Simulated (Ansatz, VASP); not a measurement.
**One calculation of C, two programs**

File INCAR:

```
SYSTEM = C
PREC = Accurate
ENCUT = 520
EDIFF = 1E-6
ISMEAR = 0
SIGMA = 0.04
LREAL = .FALSE.
LASPH = .TRUE.
NELM = 120
ALGO = Normal
ISIF = 2
LWAVE = .FALSE.
LCHARG = .FALSE.
LDIPOL = .TRUE.
IDIPOL = 3
DIPOL = 0.5 0.5 0.633
GGA = PS
IVDW = 13
NBANDS = 26
GGA_COMPAT = .FALSE.
NELMDL = -8
```

KPOINTS

```
Automatic mesh
0
G
  9 9 1
  0 0 0
```

Contents of POSCAR:

```
C
1.0
    4.9137360719      0.0000000000      0.0000000000
   -2.4568680360      4.2554202657      0.0000000000
    0.0000000000      0.0000000000     29.4016863595
C
8
Direct
    0.8332228986     -0.0002124956      0.6326089715
    0.8332312725      0.5001104347      0.6326089715
    0.3333333333      0.0000000000      0.6322099052
    0.3335458289      0.5001020609      0.6326089715
   -0.0002124956      0.8332228986      0.6326089715
    0.0000000000      0.3333333333      0.6322099052
    0.5001104347      0.8332312725      0.6326089715
    0.5001020609      0.3335458289      0.6326089715
```

Input for Ansatz:

```yaml
crystal:
  lattice:
    - [4.9137360719, 0.0, 0.0]
    - [-2.456868036, 4.2554202657, 0.0]
    - [0.0, 0.0, 29.4016863595]
  atoms:
    - { symbol: C, position: [0.8332228986, -0.0002124956, 0.6326089715] }
    - { symbol: C, position: [0.8332312725, 0.5001104347, 0.6326089715] }
    - { symbol: C, position: [0.3333333333, 0.0, 0.6322099052] }
    - { symbol: C, position: [0.3335458289, 0.5001020609, 0.6326089715] }
    - { symbol: C, position: [-0.0002124956, 0.8332228986, 0.6326089715] }
    - { symbol: C, position: [0.0, 0.3333333333, 0.6322099052] }
    - { symbol: C, position: [0.5001104347, 0.8332312725, 0.6326089715] }
    - { symbol: C, position: [0.5001020609, 0.3335458289, 0.6326089715] }
basis:
  ecutwfc: 420
kpoints:
  mp_grid: { grid: [9, 9, 1] }
hamiltonian:
  xc: pbesol
  dispersion: d4
  pseudopotentials: { kind: paw, azcp: { folder: soft_1 } }
scf:
  occupations: { method: gaussian, width: 0.04 }
  n_extra_bands: 8
  max_iter: 160
output:
  forces: true
  eigenvalues: true
efield:
  axis: 3
  dipole_correction: true
```

Alike in both runs: task single point; functional PBEsol; dispersion D4; k mesh 9 × 9 × 1; occupations gaussian, width 0.04 eV; no spin polarisation.

```csv
,VASP,Ansatz
version,VASP 6.6.1,Ansatz 0.2.0
potentials or method,"VASP PAW PBE potentials, release 64 (C), cutoff 520 eV","scalar-relativistic, plane waves, PAW"
valence electrons in the cell,32,32
```

|  | VASP | Ansatz | Ansatz less VASP |
| --- | --- | --- | --- |
| gap on the k mesh at the Fermi level (eV) | none | none | - |
| rms of the force components (eV/Å) | 0.064 | 0.064 | +0.0002 |

VASP's potentials were made for PBE, not for PBEsol, and Ansatz warns of the same on its side. Atom by atom the forces differ by 0.001 eV/Å (rms over components). A gap of «none» marks a metal or a gap that the smearing closes. Ansatz's warnings: structure snapped to symmetry.
